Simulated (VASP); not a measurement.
Here is a VASP 6.6.1 calculation.

INCAR

```
SYSTEM = SnO
PREC = Accurate ; ENCUT = 520
EDIFF = 1E-6 ; ISMEAR = -1
SIGMA = 0.05 ; LREAL = .FALSE.
LASPH = .TRUE. ; NELM = 80
ALGO = Normal ; ISIF = 2
LWAVE = .FALSE. ; LCHARG = .FALSE.
GGA = PE ; NBANDS = 28
```

Contents of KPOINTS:

```
Automatic mesh
0
G
  12 12 10
  0 0 0
```

The input POSCAR:

```
SnO
1.0
    3.8485873114      0.0000000000      0.0000000000
    0.0000000000      3.8485873114      0.0000000000
    0.0000000000      0.0000000000      4.9045020420
Sn O
2 2
Direct
    0.5000000000      0.0000000000      0.2364226312
    0.0000000000      0.5000000000      0.7635773688
    0.0000000000      0.0000000000      0.0000000000
    0.5000000000      0.5000000000      0.0000000000
```

Potentials or basis: VASP PAW PBE potentials, release 64 (Sn_d, O).

Run with:

```sh
$ cat potpaw_PBE.64/Sn_d/POTCAR potpaw_PBE.64/O/POTCAR > POTCAR
$ mpirun -np 1 vasp_std > vasp.out
```

Estimate the pressure.

1.3 GPa.

Estimate the band gap on the k mesh.

0.22 eV (least direct gap 2.00 eV).

Stress tensor (GPa, compression positive):
```
1.39 0.00 0.00
0.00 1.39 0.00
0.00 0.00 1.22
```

Caveat: spin-orbit coupling is left out, which moves the levels of the heavy elements. A k mesh can miss the band edges.
